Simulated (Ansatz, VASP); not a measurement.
Fe5Pt in VASP and in Ansatz

Contents of INCAR:

```
SYSTEM = Fe5Pt
PREC = Accurate
ENCUT = 520
EDIFF = 1E-7
ISMEAR = 0
SIGMA = 0.1
LREAL = .False.
LASPH = .True.
NELM = 150
ALGO = Normal
ISIF = 2
LWAVE = .False.
LCHARG = .True.
ISPIN = 2
MAGMOM = 2.9 2.9 2.9 2.9 2.9 0.57
LORBIT = 11
LMAXMIX = 4
GGA = PE
LELF = .True.
LVHAR = .True.
NBANDS = 38
```

Contents of KPOINTS:

```
regular mesh
0
Gamma
  6 6 2
  0 0 0
```

Contents of POSCAR:

```
Fe5Pt
1.0
    2.8913363000      0.0000000000      0.0000000000
    0.0000000000      2.8913363000      0.0000000000
    0.0000000000      0.0000000000      8.9839738000
Fe Pt
5 1
Direct
    0.5000000000      0.5000000000      0.1879580000
    0.0000000000      0.0000000000      0.3417790000
    0.5000000000      0.5000000000      0.5000000000
    0.0000000000      0.0000000000      0.6582210000
    0.5000000000      0.5000000000      0.8120420000
    0.0000000000      0.0000000000      0.0000000000
```

Input for Ansatz:

```yaml
crystal:
  lattice:
    - [2.8913363, 0.0, 0.0]
    - [0.0, 2.8913363, 0.0]
    - [0.0, 0.0, 8.9839738]
  atoms:
    - { symbol: Fe, position: [0.5, 0.5, 0.187958], spin: 2.9 }
    - { symbol: Fe, position: [0.0, 0.0, 0.341779], spin: 2.9 }
    - { symbol: Fe, position: [0.5, 0.5, 0.5], spin: 2.9 }
    - { symbol: Fe, position: [0.0, 0.0, 0.658221], spin: 2.9 }
    - { symbol: Fe, position: [0.5, 0.5, 0.812042], spin: 2.9 }
    - { symbol: Pt, position: [0.0, 0.0, 0.0], spin: 0.57 }
basis:
  ecutwfc: 420
kpoints:
  mp_grid: { grid: [6, 6, 2] }
hamiltonian:
  xc: pbe
scf:
  occupations: { method: gaussian, width: 0.1 }
  lower_state_search: "off"
output:
  forces: true
  stress: true
  eigenvalues: true
  populations: true
magnetization:
  spin_polarized: true
```

Alike in both runs: task single point; functional PBE; k mesh 6 × 6 × 2; occupations gaussian, width 0.1 eV; collinear spin.

|  | VASP | Ansatz |
| --- | --- | --- |
| version | VASP 6.6.1 | Ansatz 0.2.0 |
| potentials or method | VASP PAW PBE potentials, release 64 (Fe, Pt), cutoff 520 eV | scalar-relativistic, plane waves, PAW |
| valence electrons in the cell | 50 | 98 |

```csv
,VASP,Ansatz,Ansatz less VASP
gap on the k mesh at the Fermi level (eV),none,none,-
pressure (GPa),-0.8,-0.7,+0.14
"traceless stress, the component that is largest in VASP (GPa)",0.93,1.09,+0.156
rms of the force components (eV/Å),0.020,0.023,+0.0030
net moment per atom (μB),2.20,2.20,-0.008
size of the moment on the site where the two differ most (μB),0.42,0.47,+0.050
```

Site moments also hang on the region over which each program counts them. Atom by atom the forces differ by 0.004 eV/Å (rms over components). A gap of «none» marks a metal or a gap that the smearing closes. VASP's potentials hold 50 valence electrons a cell and Ansatz's 98, so a difference there can come from the potentials and not from the codes.

The k mesh is coarse, so the values compare programs but aren't converged. Neither program's run includes spin-orbit coupling.
